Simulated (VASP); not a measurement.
A run of VASP 6.6.1:

Contents of INCAR:

```
SYSTEM = GaN
ALGO     = Normal         ! electronic algorithm
EDIFF    = 1E-6           ! SCF threshold, eV
ENCUT    = 520            ! plane-wave cutoff, eV
GGA      = PE             ! functional
ISIF     = 2              ! what is computed and relaxed
ISMEAR   = 0              ! smearing method
LASPH    = .True.         ! aspherical terms in the spheres
LCHARG   = .False.        ! write CHGCAR
LREAL    = .False.        ! projectors in reciprocal space
LWAVE    = .False.        ! write WAVECAR
NBANDS   = 26             ! bands
NELM     = 80             ! most SCF steps
PREC     = Accurate       ! precision mode
SIGMA    = 0.05           ! smearing width, eV
```

The input KPOINTS:

```
k-points
0
Gamma
  12 12 6
  0 0 0
```

POSCAR

```
GaN
1.0
    3.1701524782      0.0000000000      0.0000000000
   -1.5850762391      2.7454325800      0.0000000000
    0.0000000000      0.0000000000      5.3216758876
Ga N
2 2
Direct
    0.3333333333      0.6666666667      0.9991316867
    0.6666666667      0.3333333333      0.4991316867
    0.3333333333      0.6666666667      0.3758683133
    0.6666666667      0.3333333333      0.8758683133
```

Potentials or basis: VASP PAW PBE potentials, release 64 (Ga_d, N).

The run is started by

```sh
$ cat potpaw_PBE.64/Ga_d/POTCAR potpaw_PBE.64/N/POTCAR > POTCAR
$ mpirun -np 1 vasp_std > vasp.out
```

Hardware: 1 thread of Intel(R) Xeon(R) Platinum 8375C CPU @ 2.90GHz (Ice Lake), on a shared host.

Problem. Estimate the wall time of this run.

Solution. Wall time 66 s on 1 thread of Intel(R) Xeon(R) Platinum 8375C CPU @ 2.90GHz (Ice Lake), with other jobs on the host, peak memory 0.21 GiB. Counts: scf iterations 14, k points 76.
